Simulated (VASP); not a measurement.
Wanted: the native input for a VASP 6.6.1 run.

```yaml
Task: single point
Functional: PBE
Potentials_or_basis: VASP PAW PBE potentials, release 64 (C, N)
Cutoff: 520 eV
k_mesh: 6 × 3 × 1
Occupations: gaussian, width 0.1 eV
Spin: no spin polarisation
Dipole_correction: yes
Further_INCAR_settings: ALGO = Normal; EDIFF = 1e-06; NBANDS = 38
```

The structure of C12N lies in POSCAR:

```
C12N
1.0
    4.9326910638      0.0000000000      0.0000000000
   -1.2331727659      8.7858796652      0.0000000000
    0.0000000000      0.0000000000     20.2907138818
C N
12 1
Direct
    0.0197005045      0.0788020181      0.1971345130
    0.5197005045      0.0788020181      0.1971345130
    0.2746256306      0.0985025226      0.2311704222
    0.7746256306      0.0985025226      0.2311704222
    0.2844758829      0.1379035317      0.2992422405
    0.7844758829      0.1379035317      0.2992422405
    0.0392966979      0.1571967124      0.3324023561
    0.5392966979      0.1571967124      0.3324023561
    0.0496769462      0.1987212371      0.4035397332
    0.5496769462      0.1987212371      0.4035397332
    0.3040736101      0.2163107364      0.4332382751
    0.8040736101      0.2163107364      0.4332382751
    0.6790736101      0.9663107364      0.2743984341
```

The input as run:

INCAR

```
  ALGO = Normal
  DIPOL = 0.5 0.5 0.313
  EDIFF = 1E-6
  ENCUT = 520
  GGA = PE
  IDIPOL = 3
  ISIF = 2
  ISMEAR = 0
  LASPH = True
  LCHARG = False
  LDIPOL = True
  LREAL = False
  LWAVE = False
  NBANDS = 38
  NELM = 80
  PREC = Accurate
  SIGMA = 0.1
```

KPOINTS

```
k-points
0
Gamma
  6 3 1
```

Potentials or basis: VASP PAW PBE potentials, release 64 (C, N).

Command:

```sh
$ cat potpaw_PBE.64/C/POTCAR potpaw_PBE.64/N/POTCAR > POTCAR
$ mpirun -np 1 vasp_std > vasp.out
```

It gave:

```yaml
Largest_force: 4.567 eV/Å
Band_gap_on_the_k_mesh: zero (an odd number of electrons rules out a gap without spin polarisation)
```

Caveat: an odd number of electrons without spin polarisation forces a metal; a magnetic or distorted state may lie lower.

It took 15 min on 1 thread of Intel(R) Xeon(R) Platinum 8259CL CPU @ 2.50GHz (Skylake/Cascade Lake) (shared host), peak memory 0.99 GiB.
